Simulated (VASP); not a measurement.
# GaSb (I-4m2) in VASP: further runs

GaSb is run at these levels: PBEsol, PBEsol-based global hybrid with 25 % exact exchange, PBE0; tasks: relaxation of cell and atoms, single point.

Everything below comes from runs of VASP 6.6.1. Logs are shortened: lines on timing, memory, paths and dates and some standing lists are left out, and cuts for length are marked.

### 1 The cell of the first run

The structure is tetragonal, space group I-4m2 (No. 119). Conventional cell: a = 5.507 Å, b = 5.507 Å, c = 3.181 Å, α = 90.00°, β = 90.00°, γ = 90.00°. Sb (site symmetry -4m2) has 8 Ga at 2.87 to 3.64 Å and 2 Sb at 3.18 Å within 3.8 Å. Ga (site symmetry -4m2) has 8 Sb at 2.87 to 3.64 Å and 2 Ga at 3.18 Å within 3.8 Å.

### 2 Relaxation of cell and atoms, PBEsol, target pressure 5 GPa, at which the enthalpy is minimised

Contents of INCAR:

```
SYSTEM = GaSb
  PREC = Accurate
  ENCUT = 600
  EDIFF = 1E-6
  ISMEAR = -1
  SIGMA = 0.05
  LREAL = .False.
  LASPH = .True.
  NELM = 80
  ALGO = Normal
  ISIF = 3
  LWAVE = .False.
  LCHARG = .False.
  GGA = PS
  IBRION = 2
  NSW = 80
  EDIFFG = -0.01
  PSTRESS = 50.0
```

Contents of KPOINTS:

```
Automatic mesh
0
Gamma
  10 10 10
  0 0 0
```

Contents of POSCAR:

```
GaSb
1.0
   -2.7534340000      2.7534340000      1.5907070000
    2.7534340000     -2.7534340000      1.5907070000
    2.7534340000      2.7534340000     -1.5907070000
Sb Ga
1 1
Direct
    0.0000000000      0.0000000000      0.0000000000
    0.7500000000      0.2500000000      0.5000000000
```

Potentials or basis: VASP PAW PBE potentials, release 64 (Sb, Ga_d).

Run with:

```console
> cat potpaw_PBE.64/Sb/POTCAR potpaw_PBE.64/Ga_d/POTCAR > POTCAR
> mpirun -np 1 vasp_std > vasp.out
```

OUTCAR:

```text
SYSTEM = GaSb
   PREC = Accurate
   ENCUT = 600
   EDIFF = 1E-6
   ISMEAR = -1
   LREAL = .False.
   LASPH = .True.
   NELM = 80
   ISIF = 3
   GGA = PS
   IBRION = 2
   NSW = 80
   EDIFFG = -0.01
   PSTRESS = 50.0

 ion  position               nearest neighbor table
   1  0.000  0.000  0.000-   2 2.87   2 2.87   2 2.87   2 2.87
   2  0.750  0.250  0.500-   1 2.87   1 2.87   1 2.87   1 2.87

  LATTYP: Found a body centered tetragonal cell.
 ALAT       =     5.5068680000
 C/A-ratio  =     0.5777174975

  Lattice vectors:

 A1 = (  -2.7534340000,   2.7534340000,   1.5907070000)
 A2 = (   2.7534340000,  -2.7534340000,   1.5907070000)
 A3 = (   2.7534340000,   2.7534340000,  -1.5907070000)

Analysis of symmetry for initial positions (statically):
=====================================================================
 Subroutine PRICEL returns:
 Original cell was already a primitive cell.

 Routine SETGRP: Setting up the symmetry group for a
 body centered tetragonal supercell.

 Subroutine GETGRP returns: Found  8 space group operations
 (whereof  8 operations were pure point group operations)
 out of a pool of 16 trial point group operations.

The static configuration has the point symmetry D_2d.

Analysis of symmetry for dynamics (positions and initial velocities):
=====================================================================
 Subroutine PRICEL returns:
 Original cell was already a primitive cell.

 Routine SETGRP: Setting up the symmetry group for a
 body centered tetragonal supercell.

 Subroutine GETGRP returns: Found  8 space group operations
 (whereof  8 operations were pure point group operations)
 out of a pool of 16 trial point group operations.

The dynamic configuration has the point symmetry D_2d.

 Subroutine INISYM returns: Found  8 space group operations
 (whereof  8 operations are pure point group operations),
 and found     1 'primitive' translations

----------------------------------------------------------------------------------------

                                     Primitive cell

  volume of cell :      48.2391

  direct lattice vectors                    reciprocal lattice vectors
    -2.753434000  2.753434000  1.590707000     0.000000000  0.181591424  0.314325643
     2.753434000 -2.753434000  1.590707000     0.181591424  0.000000000  0.314325643
     2.753434000  2.753434000 -1.590707000     0.181591424  0.181591424  0.000000000

[... 95 lines left out ...]
   NUPDOWN=      -1.0000    fix difference up-down
   EMIN   =  10.00;   EMAX   =-10.00  energy-range for DOS
   EFERMI =   0.00;   METHOD = LEGACY
   ISMEAR =    -1;   SIGMA  =   0.05  broadening in eV -4-tet -1-fermi 0-gaus
   EFERMI_NEDOS =   21; number of points for ismear=-14 and -15
   IALGO  =     38    algorithm
   IMIX   =      4    mixing-type and parameters
     AMIX     =   0.40;   BMIX     =  1.00
     AMIX_MAG =   1.60;   BMIX_MAG =  1.00
  volume/ion in A,a.u.               =      24.12       162.77
  Fermi-wavevector in a.u.,A,eV,Ry     =   1.178598  2.227228 18.899772  1.389094
  Thomas-Fermi vector in A             =   2.314924
   LORBIT       =      0    0 simple, 1 ext, 2 COOP (PROOUT), +10 PAW based schemes
   GGA     = PS    functional components
   LHFCALC =     F    Hartree Fock is set to
   AEXX    =    0.0000 exact exchange contribution
   IVDW    =     0    specifies the selected vdW correction
   LEPSILON=     F    determine dielectric tensor
   LRPA    =     F    only Hartree local field effects (RPA)
 conjugate gradient relaxation of ions
 non-spin polarized calculation
  energy-cutoff  :      600.00
  volume of cell :       48.24
 maximum number of plane-waves:      1631
 NGX is ok and might be reduce to    36
   NGX = 17   NGY = 17   NGZ = 17

--------------------------------------- Ionic step        1  -------------------------------------------

 number of electron      18.0000003 magnetization

 Free energy of the ion-electron system (eV)
  ---------------------------------------------------
  ext. energy  EPLUGINS =         0.00000000
  ---------------------------------------------------
  free energy    TOTEN  =        -7.87129151 eV

  energy without entropy =       -7.86653010  energy(sigma->0) =       -7.86891081

------------------------ aborting loop because EDIFF is reached ----------------------------------------

  FORCE on cell =-STRESS in cart. coord.  units (eV):
  Direction    XX          YY          ZZ          XY          YZ          ZX
  --------------------------------------------------------------------------------------
  -------------------------------------------------------------------------------------
  Total       -0.8132502     -0.8132502     -1.0331645      0.0000000      0.0000000      0.0000000
  in kB      -27.0106626    -27.0106626    -34.3147272      0.0000000      0.0000000      0.0000000
  external PRESSURE =     -79.4453508 kB  Pullay stress =      50.0000000 kB
[... 291 lines left out ...]
--------------------------------------- Ionic step        9  -------------------------------------------

 number of electron      17.9999996 magnetization

 Free energy of the ion-electron system (eV)
  ---------------------------------------------------
  ext. energy  EPLUGINS =         0.00000000
  ---------------------------------------------------
  free energy    TOTEN  =        -7.85167073 eV

  energy without entropy =       -7.84801727  energy(sigma->0) =       -7.84984400

 E-fermi :   7.8728     XC(G=0): -10.9240

 val. band max:        7.8084707485   @ k =   0.4000   0.4000   0.0000
 cond. band min:       7.8806815927   @ k =   0.5000   0.5000   0.1000
 fundamental gap:      0.0722108442
 Fermi energy:         7.8727885865

 k-point     1 :       0.0000    0.0000    0.0000
  band No.  band energies     occupation
      1      -7.1855      2.00000
      2      -7.0822      2.00000
      3      -7.0773      2.00000
      4      -7.0171      2.00000
      5      -7.0171      2.00000
      6      -5.0704      2.00000
      7       5.0918      2.00000
      8       5.5902      2.00000
      9       5.5902      2.00000
     10      10.9459      0.00000
     11      13.9294      0.00000
     12      15.5306      0.00000
     13      15.5306      0.00000
[... 354 lines left out ...]
  band No.  band energies     occupation
      1      -7.1180      2.00000
      2      -7.0846      2.00000
      3      -7.0733      2.00000
      4      -7.0446      2.00000
      5      -7.0386      2.00000
      6      -1.7768      2.00000
      7       0.8456      2.00000
      8       5.0513      2.00000
      9       6.9112      2.00000
     10       8.6641      0.00000
     11       9.5838      0.00000
     12      13.6767      0.00000
     13      14.3620      0.00000

 [... further k-points ...]
[... 5 lines left out ...]
  --------------------------------------------------------------------------------------
  -------------------------------------------------------------------------------------
  Total        1.3340450      1.3340450      1.3341162      0.0000000      0.0000000      0.0000000
  in kB       50.0193036     50.0193036     50.0219762      0.0000000      0.0000000      0.0000000
  external PRESSURE =       0.0201945 kB  Pullay stress =      50.0000000 kB
[... 21 lines left out ...]
  energy  without entropy=       -7.8480172731  energy(sigma->0) =       -7.84984400

  enthalpy is  TOTEN    =        -6.5181406036 eV   P V=        1.3335301216

 reached required accuracy - stopping structural energy minimisation
```

OSZICAR:

```text
N       E                     dE             d eps       ncg     rms          rms(c)
DAV:   1     0.829973336686E+02    0.82997E+02   -0.92824E+03  2657   0.199E+03
DAV:   2    -0.199444985708E+01   -0.84992E+02   -0.82927E+02  2937   0.359E+02
DAV:   3    -0.780093822941E+01   -0.58065E+01   -0.57125E+01  3282   0.743E+01
[... 67 lines left out ...]
DAV:   2    -0.785185723180E+01    0.68408E-03   -0.13771E-03  3267   0.795E-01    0.778E-02
DAV:   3    -0.785168962976E+01    0.16760E-03   -0.18896E-04  3307   0.256E-01    0.178E-02
DAV:   4    -0.785167231450E+01    0.17315E-04   -0.18166E-05  3485   0.626E-02    0.538E-03
DAV:   5    -0.785167078676E+01    0.15277E-05   -0.11636E-06  1524   0.156E-02    0.154E-03
DAV:   6    -0.785167072522E+01    0.61534E-07   -0.21369E-07  1331   0.798E-03
   9 F= -.65181406E+01 E0= -.65163139E+01  d E =-.642429E-04
```

CONTCAR:

```text
GaSb
   1.00000000000000
    -2.6609042083747783    2.6609042083747783    1.5087765861861011
     2.6609042083747783   -2.6609042083747783    1.5087765861861011
     2.6609042083747783    2.6609042083747783   -1.5087765861861011
  Sb              Ga
     1     1
Direct
     0.0000000000000000    0.0000000000000000    0.0000000000000000
     0.7500000000000000    0.2500000000000000    0.5000000000000000

  0.00000000E+00  0.00000000E+00  0.00000000E+00
  0.00000000E+00  0.00000000E+00  0.00000000E+00
```

Wall time 7.7 min (1 thread of AMD EPYC 9R14 (Zen 4), shared host); peak memory 0.24 GiB.

What came out:

```yaml
Free_energy: -7.8517 eV
Relaxed_volume: 21.37 Å³/atom
Relaxed_cell: a = 4.054 Å, b = 4.054 Å, c = 4.054 Å, α = 97.96°, β = 97.96°, γ = 136.30°
Space_group_after_relaxing_to_0.1_Å: I-4m2 (No. 119)
Energy_change_on_relaxing_the_run_minimises_the_enthalpy: +9.8 meV/atom
Ionic_steps: 9
Pressure_after_relaxing: 5.0 GPa
Band_gap_on_the_k_mesh: zero (bands 9 and 10 overlap by 4.87 eV)
```

Step by step:
```tsv
step	energy change (eV)	largest force (eV/Å)	pressure (GPa)	volume (Å³)
1	0.0000	0.0000	-2.94	48.24
2	0.1337	0.0000	10.49	40.36
3	0.0204	0.0000	4.93	42.76
4	0.0237	0.0000	5.16	42.66
5	0.0229	0.0000	5.16	42.65
6	0.0227	0.0000	5.16	42.64
7	0.0226	0.0000	5.21	42.64
8	0.0165	0.0000	4.85	42.83
9	0.0196	0.0000	5.00	42.73
```

Final structure:
```
CELL_PARAMETERS angstrom
-2.66090 2.66090 1.50878
2.66090 -2.66090 1.50878
2.66090 2.66090 -1.50878
ATOMIC_POSITIONS crystal
Sb 0.00000 0.00000 0.00000
Ga 0.75000 0.25000 0.50000
```

Caveat: the cell is relaxed towards a set pressure, so the run minimises the enthalpy, not the energy; the PAW data sets were made with another functional, which shifts forces and pressure a little; spin-orbit coupling is left out, which moves the levels of the heavy elements.

### 3 Single point, PBEsol-based global hybrid with 25 % exact exchange

POSCAR is that of step 2.

Contents of INCAR.step1:

```
PREC = Accurate ; ENCUT = 400
EDIFF = 1E-5 ; ISMEAR = -1
SIGMA = 0.05 ; LREAL = F
LASPH = T ; NELM = 120
ALGO = Normal ; ISIF = 2
LWAVE = T ; LCHARG = F
NBANDS = 21 ; GGA = PE
GGA_COMPAT = F
```

Contents of INCAR.step2:

```
PREC = Accurate ; ENCUT = 400
EDIFF = 1E-6 ; ISMEAR = -1
SIGMA = 0.05 ; LREAL = F
LASPH = T ; NELM = 120
ALGO = Normal ; ISIF = 2
LWAVE = F ; LCHARG = F
GGA = PS ; LHFCALC = T
AEXX = 0.25 ; PRECFOCK = Normal
NBANDS = 21 ; ISTART = 1
GGA_COMPAT = F
```

Contents of KPOINTS:

```
Automatic mesh
0
Gamma
  5 5 5
```

Potentials or basis: VASP PAW PBE potentials, release 64 (Sb_d_GW, Ga_d).

Run with:

```console
> cat potpaw_PBE.64/Sb_d_GW/POTCAR potpaw_PBE.64/Ga_d/POTCAR > POTCAR
> cp INCAR.step1 INCAR
> mpirun -np 1 vasp_std > vasp.out
> cp INCAR.step2 INCAR
> mpirun -np 1 vasp_std > vasp.out
```

Wall time 33 min (1 thread of Intel Xeon 6975P-C (Granite Rapids), shared host); peak memory 0.19 GiB.

It converged, with:

```
Free energy            : -9.4867 eV
Pressure               : -4.3 GPa
Band gap on the k mesh : zero (bands 14 and 15 overlap by 3.57 eV)
```

Stress tensor (GPa, compression positive):
```
-4.72  0.00  0.00
 0.00 -4.72  0.00
 0.00  0.00 -3.50
```

Levels at points of the mesh, in eV from the Fermi level:
| k point | band 10 | band 11 | band 12 | band 13 | band 14 | band 15 | band 16 | band 17 | band 18 | band 19 |
| --- | --- | --- | --- | --- | --- | --- | --- | --- | --- | --- |
| (0.00, 0.00, 0.00) | -18.44 | -14.25 | -3.81 | -2.94 | -2.94 | 3.67 | 5.61 | 7.92 | 7.92 | 8.39 |

Caveat: the k points lie up to 0.46 Å⁻¹ apart, too coarse for converged energies and pressures of a metal; the PAW data sets were made with another functional, which shifts forces and pressure a little; spin-orbit coupling is left out, which moves the levels of the heavy elements.

### 4 Single point, PBE0

POSCAR is that of step 3.

Contents of INCAR.step1:

```
ALGO = Normal
EDIFF = 1E-5
ENCUT = 520
GGA = PE
ISIF = 2
ISMEAR = -1
KPAR = 4
LASPH = T
LCHARG = F
LREAL = F
LWAVE = T
NBANDS = 16
NELM = 100
PREC = Accurate
SIGMA = 0.05
```

Contents of INCAR.step2:

```
AEXX = 0.25
ALGO = Normal
EDIFF = 1E-6
ENCUT = 520
GGA = PE
ISIF = 2
ISMEAR = -1
ISTART = 1
KPAR = 4
LASPH = T
LCHARG = F
LHFCALC = T
LREAL = F
LWAVE = F
NBANDS = 16
NELM = 100
PREC = Accurate
PRECFOCK = Normal
SIGMA = 0.05
```

Contents of KPOINTS:

```
k-points
0
Gamma
  6 6 6
```

Potentials or basis: VASP PAW PBE potentials, release 64 (Sb, Ga_d).

Run with:

```console
> cat potpaw_PBE.64/Sb/POTCAR potpaw_PBE.64/Ga_d/POTCAR > POTCAR
> cp INCAR.step1 INCAR
> mpirun -np 4 vasp_std > vasp.out
> cp INCAR.step2 INCAR
> mpirun -np 4 vasp_std > vasp.out
```

Run time: 56 min. Hardware: 4 MPI ranks of Oxide Virtual Turin-like, shared host; peak memory 0.19 GiB.

The run converged. Its results:

- Free energy: -9.1455 eV
- Pressure: -2.3 GPa
- Band gap on the k mesh: zero (bands 9 and 10 overlap by 6.08 eV)

Stress tensor (GPa, compression positive):
```
-1.37  0.00  0.00
 0.00 -1.37  0.00
 0.00  0.00 -4.06
```

Levels at points of the mesh, in eV from the Fermi level:
```csv
k point,band 6,band 7,band 8,band 9,band 10,band 11,band 12,band 13
"(0.00, 0.00, 0.00)",-13.98,-3.60,-2.77,-2.77,3.90,5.88,8.18,8.18
"(0.50, 0.00, 0.00)",-9.86,-6.94,-3.24,-2.31,-1.65,2.86,3.95,5.88
"(0.50, 0.50, 0.00)",-12.31,-9.68,-0.63,2.14,2.70,2.88,5.36,7.56
"(0.50, 0.50, 0.50)",-11.02,-7.18,-6.28,-6.28,4.03,5.64,11.70,11.70
```

Caveat: the k points lie up to 0.38 Å⁻¹ apart, too coarse for converged energies and pressures of a metal; the PAW data sets were made with another functional, which shifts forces and pressure a little; spin-orbit coupling is left out, which moves the levels of the heavy elements.

### 5 Summary

```tsv
task	level	potentials or basis	cell	k mesh	cutoff (eV)	grid for exact exchange (PRECFOCK)	share of exact exchange	gap on the mesh (eV)	pressure (GPa)
relaxation of cell and atoms	PBEsol	VASP PAW PBE potentials, release 64 (Sb, Ga_d)	relaxed to 5 GPa	10 × 10 × 10	600	-	-	none	5.0
single point	PBEsol-based global hybrid with 25 % exact exchange	VASP PAW PBE potentials, release 64 (Sb_d_GW, Ga_d)	as given	5 × 5 × 5	400	Normal	0.25	none	-4.3
single point	PBE0	VASP PAW PBE potentials, release 64 (Sb, Ga_d)	as given	6 × 6 × 6	520	Normal	0.25	none	-2.3
```

Alike in all rows: no spin polarisation; smearing fermi-dirac 0.05 eV.

Caveats: some runs use coarse meshes; the PAW data sets were made with another functional, which shifts forces and pressure a little; spin-orbit coupling is left out, which moves the levels of the heavy elements; the cell is relaxed towards a set pressure, so the run minimises the enthalpy, not the energy (at least some runs).

Absolute energies hang on the potentials; compare differences alone.

The gap in the log of VASP goes by the Fermi energy; the results here count the filled bands.